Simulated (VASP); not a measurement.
Ge16H (a cell with a defect): single point with PBE+D3(BJ)

System: Ge16H (a cell with a defect).

```
Ge H
1.0
     0.00000    5.66000    5.66000
     5.66000    0.00000    5.66000
     5.66000    5.66000    0.00000
Ge H
16 1
Cartesian
  -0.1500 0.3047 -0.4254
  0.8714 0.5796 1.9782
  2.8308 2.4724 0.7926
  4.5522 4.4729 0.7677
  3.0721 -0.6274 3.1340
  3.7087 1.8892 3.6863
  5.7493 3.4429 2.7549
  7.0608 3.9870 4.7262
  0.1619 2.9763 2.6427
  1.5764 4.2450 4.0425
  3.0330 5.6737 2.8141
  4.4722 7.1162 4.1834
  2.6692 2.7682 5.7561
  4.1885 4.4451 6.9687
  5.8773 5.8708 5.5498
  6.9169 7.0208 7.2591
  2.9661 2.8619 2.6009
```

```json
{
  "Program": "VASP 6.6.1",
  "Task": "single point",
  "Functional": "PBE",
  "Dispersion": "D3(BJ)",
  "Potentials or basis": "VASP PAW PBE potentials, release 64 (Ge_d, H)",
  "Cutoff": "520 eV",
  "k mesh": "2 × 2 × 2",
  "Occupations": "fermi-dirac, width 0.05 eV",
  "Spin": "no spin polarisation",
  "Dipole correction": "no",
  "Further INCAR settings": "LREAL = Auto; ALGO = Normal; EDIFF = 1e-07; NBANDS = 126"
}
```

```
Pressure                   : 3.4 GPa
Largest force              : 4.747 eV/Å
Band gap on the k mesh     : zero (an odd number of electrons rules out a gap without spin polarisation)
Dispersion energy per atom : -0.288 eV
```

Forces on the atoms (eV/Å):
```
Ge   2.099  2.527 -2.430
Ge   0.347 -0.046 -0.084
Ge  -0.233  0.096 -0.824
Ge  -2.567 -2.946  2.696
Ge  -1.364  2.005  2.133
Ge   1.122 -0.646  0.335
Ge  -0.618 -1.242 -0.157
Ge   1.201 -0.886  0.336
Ge  -0.998 -0.500 -0.650
Ge  -0.214  0.304  1.462
Ge   0.369  0.196 -0.977
Ge  -0.601  1.147 -0.612
Ge   0.169  0.541 -0.092
Ge   1.618 -1.300 -2.376
Ge  -0.861 -1.028  0.465
Ge   1.017  1.428  1.167
H   -0.486  0.351 -0.393
```

Stress tensor (GPa, compression positive):
```
 3.16  0.88  0.71
 0.88  2.63 -0.45
 0.71 -0.45  4.55
```

Levels at points of the mesh, in eV from the Fermi level:
```csv
k point,band 109,band 110,band 111,band 112,band 113,band 114,band 115,band 116,band 117,band 118
"(0.00, 0.00, 0.00)",-0.76,-0.63,-0.48,-0.25,-0.03,0.17,0.27,0.38,0.45,0.65
"(0.50, 0.00, 0.00)",-1.34,-0.70,-0.54,-0.39,-0.19,0.48,0.58,0.96,0.99,1.23
"(0.00, 0.50, 0.00)",-1.29,-0.71,-0.42,-0.25,-0.14,0.23,0.67,0.83,0.95,1.29
"(0.00, 0.00, 0.50)",-1.16,-1.04,-0.67,-0.21,0.07,0.26,0.38,0.96,1.12,1.77
"(0.50, 0.50, 0.50)",-1.24,-0.82,-0.50,0.10,0.21,0.45,0.67,1.04,1.21,1.44
"(0.50, 0.50, 0.00)",-1.17,-0.91,-0.81,-0.64,-0.38,0.74,1.15,1.50,1.60,1.74
"(0.00, 0.50, 0.50)",-1.44,-1.05,-0.84,-0.38,0.06,1.07,1.37,1.44,1.62,1.89
"(0.50, 0.00, 0.50)",-1.25,-0.99,-0.80,-0.41,-0.09,0.62,0.83,1.27,1.61,1.78
```

Run time: 22 min on 1 thread of Oxide Virtual Turin-like Processor, with other jobs on the host, peak memory 0.57 GiB.

Caveat: the k points lie up to 0.48 Å⁻¹ apart, too coarse for converged energies and pressures of a metal; the atoms stand as in a frame of molecular dynamics; an odd number of electrons without spin polarisation forces a metal; a magnetic or distorted state may lie lower.
